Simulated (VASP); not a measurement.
# Al (I4/mmm) in VASP: a series of runs

Al is run at these levels: PBEsol; tasks: single point.

Program: VASP 6.6.1. These are calculated values, not measurements. Logs are shortened: lines on timing, memory, paths and dates and some standing lists are left out, and cuts for length are marked.

**1. The cell of the first run**

Symmetry: I4/mmm, No. 139, tetragonal system. The conventional cell has a = 3.262 Å, b = 3.262 Å, c = 3.103 Å, α = 90.00°, β = 90.00°, γ = 90.00°. Within 3.7 Å of Al (site symmetry 4/mmm) lie 14 Al at 2.78 to 3.26 Å.

**2. Single point, PBEsol (strain +0.025 along x and y, -0.025 along z)**

Input file INCAR:

```
  ALGO = Normal
  EDIFF = 1E-6
  ENCUT = 520
  GGA = PS
  ISIF = 2
  ISMEAR = 0
  LASPH = True
  LCHARG = False
  LREAL = False
  LWAVE = False
  NBANDS = 8
  NELM = 80
  PREC = Accurate
  SIGMA = 0.15
```

Input file KPOINTS:

```
k-points
0
Gamma
  20 20 20
```

Input file POSCAR:

```
Al
1.0
   -1.6309991572      1.6309991572      1.5514382228
    1.6309991572     -1.6309991572      1.5514382228
    1.6309991572      1.6309991572     -1.5514382228
Al
1
Direct
    0.0000000000      0.0000000000      0.0000000000
```

Potentials or basis: VASP PAW PBE potentials, release 64 (Al).

Launch:

```console
> cat potpaw_PBE.64/Al/POTCAR > POTCAR
> mpirun -np 1 vasp_std > vasp.out
```

OUTCAR:

```text
EDIFF = 1E-6
   ENCUT = 520
   GGA = PS
   ISIF = 2
   ISMEAR = 0
   LASPH = True
   LREAL = False
   NELM = 80
   PREC = Accurate

 ion  position               nearest neighbor table
   1  0.000  0.000  0.000-

  LATTYP: Found a body centered tetragonal cell.
 ALAT       =     3.2619983144
 C/A-ratio  =     0.9512195123

  Lattice vectors:

 A1 = (  -1.6309991572,   1.6309991572,   1.5514382228)
 A2 = (   1.6309991572,  -1.6309991572,   1.5514382228)
 A3 = (   1.6309991572,   1.6309991572,  -1.5514382228)

Analysis of symmetry for initial positions (statically):
=====================================================================
 Subroutine PRICEL returns:
 Original cell was already a primitive cell.

 Routine SETGRP: Setting up the symmetry group for a
 body centered tetragonal supercell.

 Subroutine GETGRP returns: Found 16 space group operations
 (whereof 16 operations were pure point group operations)
 out of a pool of 16 trial point group operations.

The static configuration has the point symmetry D_4h.

Analysis of symmetry for dynamics (positions and initial velocities):
=====================================================================
 Subroutine PRICEL returns:
 Original cell was already a primitive cell.

 Routine SETGRP: Setting up the symmetry group for a
 body centered tetragonal supercell.

 Subroutine GETGRP returns: Found 16 space group operations
 (whereof 16 operations were pure point group operations)
 out of a pool of 16 trial point group operations.

The dynamic configuration has the point symmetry D_4h.

 Subroutine INISYM returns: Found 16 space group operations
 (whereof 16 operations are pure point group operations),
 and found     1 'primitive' translations

----------------------------------------------------------------------------------------

                                     Primitive cell

  volume of cell :      16.5083

  direct lattice vectors                    reciprocal lattice vectors
    -1.630999157  1.630999157  1.551438223     0.000000000  0.306560551  0.322281605
     1.630999157 -1.630999157  1.551438223     0.306560551  0.000000000  0.322281605
     1.630999157  1.630999157 -1.551438223     0.306560551  0.306560551  0.000000000

  length of vectors
     2.779798025  2.779798025  2.779798025     0.444797487  0.444797487  0.433542089

  position of ions in fractional coordinates (direct lattice)
     0.000000000  0.000000000  0.000000000

  ion indices of the primitive-cell ions
   primitive index   ion index
                 1           1

----------------------------------------------------------------------------------------

 KPOINTS: k-points

Automatic generation of k-mesh.
 Grid dimensions read from file:
 generate k-points for:   20   20   20

 Generating k-lattice:

  Cartesian coordinates                     Fractional coordinates (reciprocal lattice)
     0.000000000  0.015328028  0.016114080     0.050000000  0.000000000 -0.000000000
     0.015328028  0.000000000  0.016114080     0.000000000  0.050000000 -0.000000000
     0.015328028  0.015328028  0.000000000     0.000000000  0.000000000  0.050000000

  Length of vectors
     0.022239874  0.022239874  0.021677104

  Shift w.r.t. Gamma in fractional coordinates (k-lattice)
     0.000000000  0.000000000  0.000000000

 Subroutine IBZKPT returns following result:
 ===========================================

 Found    641 irreducible k-points:

 Following reciprocal coordinates:
            Coordinates               Weight
  0.000000  0.000000  0.000000      1.000000
  0.050000 -0.000000  0.000000      8.000000
  0.100000 -0.000000  0.000000      8.000000
  0.150000  0.000000 -0.000000      8.000000
  0.200000 -0.000000  0.000000      8.000000
  0.250000  0.000000 -0.000000      8.000000
[... 16 lines left out ...]
 -0.400000  0.050000 -0.000000     16.000000
 -0.350000  0.050000  0.000000     16.000000
 [... further k-points ...]
   k-points           NKPTS =    641   k-points in BZ     NKDIM =    641   number of bands    NBANDS=      8
   number of dos      NEDOS =    301   number of ions     NIONS =      1
   total plane-waves  NPLWV =  13824
   dimension x,y,z NGX =    24 NGY =   24 NGZ =   24
   dimension x,y,z NGXF=    48 NGYF=   48 NGZF=   48
   ions per type =               1
   NGX,Y,Z   is equivalent  to a cutoff of  14.35, 14.35, 14.35 a.u.
   NGXF,Y,Z  is equivalent  to a cutoff of  28.71, 28.71, 28.71 a.u.
 SYSTEM =  unknown system
   PREC   = accura    normal or accurate (medium, high low for compatibility)
   ISTART =      0    job   : 0-new  1-cont  2-samecut
   ICHARG =      2    charge: 1-file 2-atom 10-const
   ISPIN  =      1    spin polarized calculation?
   LNONCOLLINEAR =      F non collinear calculations
   LSORBIT =      F    spin-orbit coupling
   LASPH  =      T    aspherical Exc in radial PAW
   ENCUT  =  520.0 eV  38.22 Ry    6.18 a.u.   5.17  5.17  5.17*2*pi/ulx,y,z
   NELM   =     80;   NELMIN=  2; NELMDL= -5     # of ELM steps
   EDIFF  = 0.1E-05   stopping-criterion for ELM
   LREAL  =      F    real-space projection
   EDIFFG = 0.1E-04   stopping-criterion for IOM
   NSW    =      0    number of steps for IOM
   IBRION =     -1    ionic relax: 0-MD 1-quasi-New 2-CG
   NFREE  =      0    steps in history (QN), initial steepest desc. (CG)
   ISIF   =      2    stress and relaxation
   ISYM   =      2    0-nonsym 1-usesym 2-fastsym
   POTIM  = 0.5000    time-step for ionic-motion
   TEBEG  =    0.0;   TEEND  =   0.0 temperature during run
   PSTRESS=    0.0 pullay stress
   NELECT =       3.0000    total number of electrons
   NUPDOWN=      -1.0000    fix difference up-down
   EMIN   =  10.00;   EMAX   =-10.00  energy-range for DOS
   EFERMI =   0.00;   METHOD = LEGACY
   ISMEAR =     0;   SIGMA  =   0.15  broadening in eV -4-tet -1-fermi 0-gaus
   EFERMI_NEDOS =   21; number of points for ismear=-14 and -15
   IALGO  =     38    algorithm
   IMIX   =      4    mixing-type and parameters
     AMIX     =   0.40;   BMIX     =  1.00
     AMIX_MAG =   1.60;   BMIX_MAG =  1.00
  volume/ion in A,a.u.               =      16.51       111.40
  Fermi-wavevector in a.u.,A,eV,Ry     =   0.927288  1.752320 11.699145  0.859863
  Thomas-Fermi vector in A             =   2.053342
   LORBIT       =      0    0 simple, 1 ext, 2 COOP (PROOUT), +10 PAW based schemes
   GGA     = PS    functional components
   LHFCALC =     F    Hartree Fock is set to
   AEXX    =    0.0000 exact exchange contribution
   IVDW    =     0    specifies the selected vdW correction
   LEPSILON=     F    determine dielectric tensor
   LRPA    =     F    only Hartree local field effects (RPA)
 non-spin polarized calculation
 Gauss-broadening in eV      SIGMA  =   0.15
  energy-cutoff  :      520.00
  volume of cell :       16.51
 maximum number of plane-waves:       459
 NGX is ok and might be reduce to    24
   NGX = 11   NGY = 11   NGZ = 11

 number of electron       3.0000000 magnetization

 Free energy of the ion-electron system (eV)
  ---------------------------------------------------
  ext. energy  EPLUGINS =         0.00000000
  ---------------------------------------------------
  free energy    TOTEN  =        -3.99882047 eV

  energy without entropy =       -3.99423431  energy(sigma->0) =       -3.99652739

 E-fermi :   7.9483     XC(G=0): -10.2585

 val. band max:        7.9457284688   @ k =  -0.4500  -0.4500   0.3500
 cond. band min:       7.9515668714   @ k =  -0.4500   0.5000   0.3500
 fundamental gap:      0.0058384026
 Fermi energy:         7.9483270535

 k-point     1 :       0.0000    0.0000    0.0000
  band No.  band energies     occupation
      1      -3.1777      2.00000
      2      20.4254      0.00000
      3      21.6174      0.00000
      4      21.6174      0.00000
      5      22.3253      0.00000
      6      22.3253      0.00000
      7      23.0040      0.00000
      8      23.5081      0.00000

 k-point     2 :       0.0500   -0.0000    0.0000
  band No.  band energies     occupation
      1      -3.1045      2.00000
      2      19.9794      0.00000
      3      20.6031      0.00000
      4      21.1117      0.00000
      5      21.9985      0.00000
      6      23.0588      0.00000
      7      23.1327      0.00000
      8      23.7103      0.00000

 k-point     3 :       0.1000   -0.0000    0.0000
  band No.  band energies     occupation
      1      -2.8851      2.00000
      2      18.7277      0.00000
      3      19.1680      0.00000
      4      20.2795      0.00000
      5      21.1674      0.00000
      6      22.8437      0.00000
      7      23.9149      0.00000
      8      24.3026      0.00000

 k-point     4 :       0.1500    0.0000   -0.0000
  band No.  band energies     occupation
      1      -2.5200      2.00000
      2      16.6370      0.00000
      3      18.3661      0.00000
      4      19.3839      0.00000
      5      20.3623      0.00000
      6      22.0860      0.00000
      7      24.4757      0.00000
      8      24.9722      0.00000

 k-point     5 :       0.2000   -0.0000    0.0000
  band No.  band energies     occupation
      1      -2.0106      2.00000
      2      14.5421      0.00000
      3      17.6531      0.00000
      4      18.5346      0.00000
      5      19.6309      0.00000
      6      21.3779      0.00000
      7      24.9888      0.00000
      8      25.5775      0.00000
[... 177 lines left out ...]
 k-point    22 :      -0.4500    0.0500    0.0000
  band No.  band energies     occupation
      1       2.0351      2.00000
      2       6.3354      2.00000
      3      14.7245      0.00000
      4      16.2138      0.00000
      5      18.0989      0.00000
      6      20.0653      0.00000
      7      28.2504      0.00000
      8      29.2105      0.00000

 k-point    23 :      -0.4000    0.0500   -0.0000
  band No.  band energies     occupation
      1       0.9077      2.00000
      2       7.9809      0.75885
      3      14.9216      0.00000
      4      16.5275      0.00000
      5      18.3110      0.00000
      6      20.3616      0.00000
      7      27.4951      0.00000
      8      28.3770      0.00000

 k-point    24 :      -0.3500    0.0500    0.0000
  band No.  band energies     occupation
      1      -0.0879      2.00000
      2       9.7483      0.00000
      3      15.2458      0.00000
      4      16.9643      0.00000
      5      18.6483      0.00000
      6      20.7689      0.00000
      7      26.6189      0.00000
      8      27.5766      0.00000

 [... further k-points ...]

------------------------ aborting loop because EDIFF is reached ----------------------------------------

  FORCE on cell =-STRESS in cart. coord.  units (eV):
  Direction    XX          YY          ZZ          XY          YZ          ZX
  --------------------------------------------------------------------------------------
  -------------------------------------------------------------------------------------
  Total        0.0940785      0.0940785     -0.0972793      0.0000000      0.0000000      0.0000000
  in kB        9.1305967      9.1305967     -9.4412432      0.0000000      0.0000000      0.0000000
  external PRESSURE =       2.9399834 kB  Pullay stress =       0.0000000 kB

 VOLUME and BASIS-vectors are now :
 -----------------------------------------------------------------------------
  energy-cutoff  :      520.00
  volume of cell :       16.51
      direct lattice vectors                 reciprocal lattice vectors
    -1.630999157  1.630999157  1.551438223     0.000000000  0.306560551  0.322281605
     1.630999157 -1.630999157  1.551438223     0.306560551  0.000000000  0.322281605
     1.630999157  1.630999157 -1.551438223     0.306560551  0.306560551  0.000000000

 POSITION                                       TOTAL-FORCE (eV/Angst)
 -----------------------------------------------------------------------------------
      0.00000      0.00000      0.00000         0.000000      0.000000     -0.000000
 -----------------------------------------------------------------------------------
    total drift:                                0.000000     -0.000000     -0.000000

  FREE ENERGIE OF THE ION-ELECTRON SYSTEM (eV)
  ---------------------------------------------------
  free  energy   TOTEN  =        -3.9988204687 eV

  energy  without entropy=       -3.9942343132  energy(sigma->0) =       -3.99652739
```

It took 20 s on 1 thread of Intel Xeon 6975P-C (Granite Rapids), shared host; peak memory 0.18 GiB.

Results:

- Free energy: -3.9988 eV
- Pressure: 0.3 GPa

Caveat: the cell differs from its parent crystal (strain +0.025 along x and y, -0.025 along z); the PAW data sets were made with another functional, which shifts forces and pressure a little.

**3. Single point, PBEsol (strain +0.000 along x and y, +0.050 along z)**

Input file INCAR:

```
ALGO     = Normal         # electronic algorithm
EDIFF    = 1E-6           # SCF threshold, eV
ENCUT    = 520            # plane-wave cutoff, eV
GGA      = PS             # functional
ISIF     = 2              # what is computed and relaxed
ISMEAR   = 0              # smearing method
LASPH    = T              # aspherical terms in the spheres
LCHARG   = T              # write CHGCAR
LELF     = T              # ELF
LREAL    = F              # projectors in reciprocal space
LVHAR    = T            
LWAVE    = F              # write WAVECAR
NBANDS   = 8              # bands
NELM     = 100            # most SCF steps
PREC     = Accurate       # precision mode
SIGMA    = 0.15           # smearing width, eV
```

KPOINTS is that of step 2.

Input file POSCAR:

```
Al
1.0
   -1.5912186900      1.5912186900      1.6707796245
    1.5912186900     -1.5912186900      1.6707796245
    1.5912186900      1.5912186900     -1.6707796245
Al
1
Direct
    0.0000000000      0.0000000000      0.0000000000
```

Potentials or basis: VASP PAW PBE potentials, release 64 (Al).

Launch:

```console
> cat potpaw_PBE.64/Al/POTCAR > POTCAR
> mpirun -np 1 vasp_std > vasp.out
```

Wall time 19 s (1 thread of Intel Xeon 6975P-C (Granite Rapids), shared host); peak memory 0.18 GiB.

It converged, with:

```
Free energy : -3.9977 eV
Pressure    : -1.4 GPa
```

Stress tensor (GPa, compression positive):
```
-2.15  0.00  0.00
 0.00 -2.15  0.00
 0.00  0.00  0.05
```

Levels at points of the mesh, in eV from the Fermi level:
```csv
k point,band 1,band 2,band 3,band 4,band 5
"(0.00, 0.00, 0.00)",-10.93,12.78,12.78,13.87,14.05
"(0.50, 0.00, 0.00)",-4.28,-3.95,8.30,8.57,10.20
"(0.50, 0.50, 0.00)",-4.04,-3.51,7.42,7.59,9.06
"(0.50, 0.50, 0.50)",0.99,2.30,2.30,2.59,3.30
```

Caveat: the cell differs from its parent crystal (strain +0.000 along x and y, +0.050 along z); the PAW data sets were made with another functional, which shifts forces and pressure a little.

(Part 1 of 2 ends here.)
